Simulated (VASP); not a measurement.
# CuAs3 in VASP: a series of runs, part 2 of 2

VASP 6.6.1.

### 4 Single point, PBE (29.25 Å³/atom)

This run uses another cell than the first one, of 29.25 Å³/atom.

Contents of INCAR:

```
SYSTEM = CuAs3
ALGO = Normal
EDIFF = 1E-6
ENCUT = 520
GGA = PE
ISIF = 2
ISMEAR = -1
LASPH = .True.
LCHARG = .False.
LREAL = .False.
LWAVE = .False.
NBANDS = 21
NELM = 80
PREC = Accurate
SIGMA = 0.05
```

Contents of KPOINTS:

```
k-points
0
Gamma
  6 6 6
  0 0 0
```

Contents of POSCAR:

```
CuAs3
1.0
    0.0000000000      3.8821072343      3.8821072343
    3.8821072343      0.0000000000      3.8821072343
    3.8821072343      3.8821072343      0.0000000000
Cu As
1 3
Direct
    0.0000000000      0.0000000000      0.0000000000
    0.2500000000      0.2500000000      0.2500000000
    0.7500000000      0.7500000000      0.7500000000
    0.5000000000      0.5000000000      0.5000000000
```

Potentials or basis: VASP PAW PBE potentials, release 64 (Cu, As).

On the command line:

```console
$ cat potpaw_PBE.64/Cu/POTCAR potpaw_PBE.64/As/POTCAR > POTCAR
$ mpirun -np 1 vasp_std > vasp.out
```

OUTCAR:

```text
SYSTEM = CuAs3
   EDIFF = 1E-6
   ENCUT = 520
   GGA = PE
   ISIF = 2
   ISMEAR = -1
   LASPH = .True.
   LREAL = .False.
   NELM = 80
   PREC = Accurate

 ion  position               nearest neighbor table
   1  0.000  0.000  0.000-
   2  0.250  0.250  0.250-
   3  0.750  0.750  0.750-
   4  0.500  0.500  0.500-

  LATTYP: Found a face centered cubic cell.
 ALAT       =     7.7642144686

  Lattice vectors:

 A1 = (   0.0000000000,   3.8821072343,   3.8821072343)
 A2 = (   3.8821072343,   0.0000000000,   3.8821072343)
 A3 = (   3.8821072343,   3.8821072343,   0.0000000000)

Analysis of symmetry for initial positions (statically):
=====================================================================
 Subroutine PRICEL returns:
 Original cell was already a primitive cell.

 Routine SETGRP: Setting up the symmetry group for a
 face centered cubic supercell.

 Subroutine GETGRP returns: Found 48 space group operations
 (whereof 48 operations were pure point group operations)
 out of a pool of 48 trial point group operations.

The static configuration has the point symmetry O_h .

Analysis of symmetry for dynamics (positions and initial velocities):
=====================================================================
 Subroutine PRICEL returns:
 Original cell was already a primitive cell.

 Routine SETGRP: Setting up the symmetry group for a
 face centered cubic supercell.

 Subroutine GETGRP returns: Found 48 space group operations
 (whereof 48 operations were pure point group operations)
 out of a pool of 48 trial point group operations.

The dynamic configuration has the point symmetry O_h .

 Subroutine INISYM returns: Found 48 space group operations
[... 104 lines left out ...]
   NUPDOWN=      -1.0000    fix difference up-down
   EMIN   =  10.00;   EMAX   =-10.00  energy-range for DOS
   EFERMI =   0.00;   METHOD = LEGACY
   ISMEAR =    -1;   SIGMA  =   0.05  broadening in eV -4-tet -1-fermi 0-gaus
   EFERMI_NEDOS =   21; number of points for ismear=-14 and -15
   IALGO  =     38    algorithm
   IMIX   =      4    mixing-type and parameters
     AMIX     =   0.40;   BMIX     =  1.00
     AMIX_MAG =   1.60;   BMIX_MAG =  1.00
  volume/ion in A,a.u.               =      29.25       197.41
  Fermi-wavevector in a.u.,A,eV,Ry     =   0.991566  1.873789 13.377299  0.983204
  Thomas-Fermi vector in A             =   2.123317
   LORBIT       =      0    0 simple, 1 ext, 2 COOP (PROOUT), +10 PAW based schemes
   GGA     = PE    functional components
   LHFCALC =     F    Hartree Fock is set to
   AEXX    =    0.0000 exact exchange contribution
   IVDW    =     0    specifies the selected vdW correction
   LEPSILON=     F    determine dielectric tensor
   LRPA    =     F    only Hartree local field effects (RPA)
 non-spin polarized calculation
  energy-cutoff  :      520.00
  volume of cell :      117.01
 maximum number of plane-waves:      3173
 NGX is ok and might be reduce to    42
   NGX = 21   NGY = 21   NGZ = 21

 number of electron      25.9999990 magnetization

 Free energy of the ion-electron system (eV)
  ---------------------------------------------------
  ext. energy  EPLUGINS =         0.00000000
  ---------------------------------------------------
  free energy    TOTEN  =       -12.91519499 eV

  energy without entropy =      -12.89725542  energy(sigma->0) =      -12.90622520

 E-fermi :   1.8740     XC(G=0):  -8.8042

 val. band max:        1.8590515589   @ k =  -0.3333   0.1667   0.0000
 cond. band min:       2.0121763148   @ k =   0.5000   0.3333   0.1667
 fundamental gap:      0.1531247560
 Fermi energy:         1.8740329003

 k-point     1 :       0.0000    0.0000    0.0000
  band No.  band energies     occupation
      1      -9.6246      2.00000
      2      -7.3255      2.00000
      3      -6.7881      2.00000
      4      -0.2956      2.00000
      5      -0.2956      2.00000
      6      -0.2956      2.00000
[... 373 lines left out ...]
     20       7.9267      0.00000
     21       7.9503      0.00000

------------------------ aborting loop because EDIFF is reached ----------------------------------------

  FORCE on cell =-STRESS in cart. coord.  units (eV):
  Direction    XX          YY          ZZ          XY          YZ          ZX
  --------------------------------------------------------------------------------------
  -------------------------------------------------------------------------------------
  Total       -9.9028052     -9.9028052     -9.9028052      0.0000000      0.0000000      0.0000000
  in kB     -135.5926782   -135.5926782   -135.5926782      0.0000000      0.0000000      0.0000000
  external PRESSURE =    -135.5926782 kB  Pullay stress =       0.0000000 kB

 VOLUME and BASIS-vectors are now :
 -----------------------------------------------------------------------------
  energy-cutoff  :      520.00
  volume of cell :      117.01
      direct lattice vectors                 reciprocal lattice vectors
     0.000000000  3.882107234  3.882107234    -0.128796030  0.128796030  0.128796030
     3.882107234  0.000000000  3.882107234     0.128796030 -0.128796030  0.128796030
     3.882107234  3.882107234  0.000000000     0.128796030  0.128796030 -0.128796030

 POSITION                                       TOTAL-FORCE (eV/Angst)
 -----------------------------------------------------------------------------------
      0.00000      0.00000      0.00000         0.000000     -0.000000      0.000000
      1.94105      1.94105      1.94105        -0.000000     -0.000000     -0.000000
      5.82316      5.82316      5.82316         0.000000      0.000000     -0.000000
      3.88211      3.88211      3.88211         0.000000     -0.000000      0.000000
 -----------------------------------------------------------------------------------
    total drift:                               -0.000000      0.000000      0.000000

  FREE ENERGIE OF THE ION-ELECTRON SYSTEM (eV)
  ---------------------------------------------------
  free  energy   TOTEN  =       -12.9151949854 eV

  energy  without entropy=      -12.8972554155  energy(sigma->0) =      -12.90622520
```

OSZICAR:

```text
N       E                     dE             d eps       ncg     rms          rms(c)
DAV:   1     0.139510883748E+03    0.13951E+03   -0.10466E+04   672   0.114E+03
DAV:   2    -0.832865846474E+00   -0.14034E+03   -0.13439E+03   707   0.226E+02
DAV:   3    -0.131185540954E+02   -0.12286E+02   -0.11710E+02   905   0.717E+01
DAV:   4    -0.135908885253E+02   -0.47233E+00   -0.46827E+00   733   0.120E+01
DAV:   5    -0.136037378719E+02   -0.12849E-01   -0.12845E-01   910   0.260E+00    0.101E+01
DAV:   6    -0.172695393385E+02   -0.36658E+01   -0.74842E+01   755   0.131E+02    0.109E+01
DAV:   7    -0.134941738812E+02    0.37754E+01   -0.90707E+00   822   0.424E+01    0.487E+00
DAV:   8    -0.129288190251E+02    0.56535E+00   -0.34569E+00   815   0.396E+01    0.175E+00
DAV:   9    -0.129509080954E+02   -0.22089E-01   -0.39106E-01   762   0.351E+00    0.162E+00
DAV:  10    -0.129154573658E+02    0.35451E-01   -0.33150E-01   752   0.106E+01    0.411E-01
DAV:  11    -0.129163847423E+02   -0.92738E-03   -0.43969E-02   824   0.429E+00    0.270E-01
DAV:  12    -0.129159129590E+02    0.47178E-03   -0.21254E-02   776   0.301E+00    0.219E-01
DAV:  13    -0.129151902754E+02    0.72268E-03   -0.39263E-03   803   0.129E+00    0.269E-02
DAV:  14    -0.129151939328E+02   -0.36574E-05   -0.20243E-04  1048   0.144E-01    0.419E-03
DAV:  15    -0.129151973758E+02   -0.34430E-05   -0.21756E-05  1027   0.791E-02    0.137E-02
DAV:  16    -0.129151948993E+02    0.24765E-05   -0.14694E-05   784   0.771E-02    0.107E-03
DAV:  17    -0.129151949854E+02   -0.86026E-07   -0.82143E-07   380   0.924E-03
   1 F= -.12915195E+02 E0= -.12906225E+02  d E =-.179396E-01
```

It took 71 s on 1 thread of Intel Xeon 8259CL, shared host; peak memory 0.26 GiB.

What came out:

```yaml
Free_energy: -12.9152 eV
Pressure: -13.6 GPa
Band_gap_on_the_k_mesh: zero (bands 13 and 14 overlap by 1.57 eV)
```

Caveat: the cell stands under tension.

### 5 Single point, PBE (29.82 Å³/atom)

This run uses another cell than the first one, of 29.82 Å³/atom.

Contents of INCAR:

```
SYSTEM = CuAs3
  PREC = Accurate
  ENCUT = 520
  EDIFF = 1E-6
  ISMEAR = -1
  SIGMA = 0.05
  LREAL = .False.
  LASPH = .True.
  NELM = 80
  ALGO = Normal
  ISIF = 2
  LWAVE = .False.
  LCHARG = .False.
  GGA = PE
  NBANDS = 21
```

Contents of KPOINTS:

```
Automatic mesh
0
Gamma
  6 6 6
  0 0 0
```

Contents of POSCAR:

```
CuAs3
1.0
    0.0000000000      3.9068346987      3.9068346987
    3.9068346987      0.0000000000      3.9068346987
    3.9068346987      3.9068346987      0.0000000000
Cu As
1 3
Direct
    0.0000000000      0.0000000000      0.0000000000
    0.2500000000      0.2500000000      0.2500000000
    0.7500000000      0.7500000000      0.7500000000
    0.5000000000      0.5000000000      0.5000000000
```

On the command line:

```console
$ cat potpaw_PBE.64/Cu/POTCAR potpaw_PBE.64/As/POTCAR > POTCAR
$ mpirun -np 1 vasp_std > vasp.out
```

Run time: 68 s. Hardware: 1 thread of Intel Xeon 8259CL, shared host; peak memory 0.26 GiB.

Results (log left out):

```
Free energy            : -12.7250 eV
Pressure               : -13.4 GPa
Band gap on the k mesh : zero (bands 13 and 14 overlap by 1.53 eV)
```

Levels at points of the mesh, in eV from the Fermi level:
| k point | band 10 | band 11 | band 12 | band 13 | band 14 | band 15 | band 16 | band 17 | band 18 | band 19 |
| --- | --- | --- | --- | --- | --- | --- | --- | --- | --- | --- |
| (0.00, 0.00, 0.00) | -1.44 | -1.44 | -0.66 | -0.66 | -0.66 | 0.52 | 0.78 | 0.78 | 0.78 | 5.56 |
| (0.50, 0.00, 0.00) | -1.16 | -1.16 | -1.05 | -1.05 | -0.31 | 1.00 | 1.71 | 1.71 | 2.73 | 5.10 |
| (0.50, 0.50, 0.00) | -1.45 | -1.44 | -0.31 | 0.85 | 0.85 | 1.16 | 1.66 | 1.66 | 2.13 | 5.86 |

Caveat: the cell stands under tension.

### 6 Single point, PBE (atoms moved at random)

Contents of INCAR:

```
SYSTEM = CuAs3
PREC = Accurate
ENCUT = 520
EDIFF = 1E-7
ISMEAR = -1
SIGMA = 0.05
LREAL = .FALSE.
LASPH = .TRUE.
NELM = 80
ALGO = Normal
ISIF = 2
LWAVE = .FALSE.
LCHARG = .FALSE.
GGA = PE
NBANDS = 21
```

Contents of KPOINTS:

```
Automatic mesh
0
G
  6 6 6
  0 0 0
```

Contents of POSCAR:

```
CuAs3
1.0
    0.0000000000      3.8316845500      3.8316845500
    3.8316845500      0.0000000000      3.8316845500
    3.8316845500      3.8316845500      0.0000000000
Cu As
1 3
Direct
   -0.0002700000      0.0058930000     -0.0020680000
    0.2609880000      0.2448240000      0.2452430000
    0.7407150000      0.7440190000      0.7603640000
    0.5053430000      0.4926620000      0.4977220000
```

Potentials or basis: VASP PAW PBE potentials, release 64 (Cu, As).

On the command line:

```console
$ cat potpaw_PBE.64/Cu/POTCAR potpaw_PBE.64/As/POTCAR > POTCAR
$ mpirun -np 1 vasp_std > vasp.out
```

OUTCAR:

```text
SYSTEM = CuAs3
   PREC = Accurate
   ENCUT = 520
   EDIFF = 1E-7
   ISMEAR = -1
   LREAL = .FALSE.
   LASPH = .TRUE.
   NELM = 80
   ISIF = 2
   GGA = PE

 ion  position               nearest neighbor table
   1  1.000  0.006  0.998-
   2  0.261  0.245  0.245-
   3  0.741  0.744  0.760-
   4  0.505  0.493  0.498-

  LATTYP: Found a face centered cubic cell.
 ALAT       =     7.6633691000
[... 770 lines left out ...]

  FORCE on cell =-STRESS in cart. coord.  units (eV):
  Direction    XX          YY          ZZ          XY          YZ          ZX
  --------------------------------------------------------------------------------------
  -------------------------------------------------------------------------------------
  Total       -9.6209607     -9.6095929     -9.6362835      0.0663609     -0.0412591      0.0092835
  in kB     -137.0029074   -136.8410300   -137.2211054      0.9449822     -0.5875310      0.1321968
  external PRESSURE =    -137.0216810 kB  Pullay stress =       0.0000000 kB

 VOLUME and BASIS-vectors are now :
 -----------------------------------------------------------------------------
  energy-cutoff  :      520.00
  volume of cell :      112.51
      direct lattice vectors                 reciprocal lattice vectors
     0.000000000  3.831684550  3.831684550    -0.130490909  0.130490909  0.130490909
     3.831684550  0.000000000  3.831684550     0.130490909 -0.130490909  0.130490909
     3.831684550  3.831684550  0.000000000     0.130490909  0.130490909 -0.130490909

 POSITION                                       TOTAL-FORCE (eV/Angst)
 -----------------------------------------------------------------------------------
      3.84634      7.65441      3.85323         0.027951     -0.033834      0.059733
      1.87778      1.93972      1.93811        -0.032372      0.043304      0.004723
      5.76432      5.75166      5.68903         0.035170      0.006660     -0.094958
      3.79484      3.84343      3.82404        -0.030749     -0.016130      0.030501
 -----------------------------------------------------------------------------------
    total drift:                                0.000131     -0.000102     -0.000116

  FREE ENERGIE OF THE ION-ELECTRON SYSTEM (eV)
  ---------------------------------------------------
  free  energy   TOTEN  =       -13.3041461026 eV

  energy  without entropy=      -13.2868090524  energy(sigma->0) =      -13.29547758
```

Wall time 5.7 min (1 thread of Intel Xeon 8259CL, shared host); peak memory 0.42 GiB.

What came out:

```
Free energy            : -13.3041 eV
Pressure               : -13.7 GPa
Largest force          : 0.101 eV/Å
Band gap on the k mesh : zero (bands 13 and 14 overlap by 1.64 eV)
```

Forces in eV/Å, atoms in the order of the input:
```
Cu   0.028 -0.034  0.060
As  -0.032  0.043  0.005
As   0.035  0.007 -0.095
As  -0.031 -0.016  0.031
```

Stress tensor (GPa, compression positive):
```
-13.70   0.09   0.01
  0.09 -13.68  -0.06
  0.01  -0.06 -13.72
```

Caveat: the cell differs from its parent crystal (atoms moved at random); the cell stands under tension.

### 7 Overview

| cell | gap on the mesh (eV) | pressure (GPa) |
| --- | --- | --- |
| a = 5.419 Å, angles 60.0°, 4 atoms, atomic positions A | none | -13.7 |
| a = 5.455 Å, angles 60.0°, 4 atoms, atomic positions A | none | -13.7 |
| a = 5.490 Å, angles 60.0°, 4 atoms, atomic positions A | none | -13.6 |
| a = 5.525 Å, angles 60.0°, 4 atoms, atomic positions A | none | -13.4 |
| a = 5.419 Å, angles 60.0°, 4 atoms, atomic positions B | none | -13.7 |

Alike in all rows: task single point; level PBE; potentials or basis VASP PAW PBE potentials, release 64 (Cu, As); no spin polarisation; k mesh 6 × 6 × 6; cutoff (eV) 520; smearing fermi-dirac 0.05 eV.

Caveats: the cell stands under tension.

Total energies depend on the potentials used, so only differences within one code and one set of settings carry meaning.
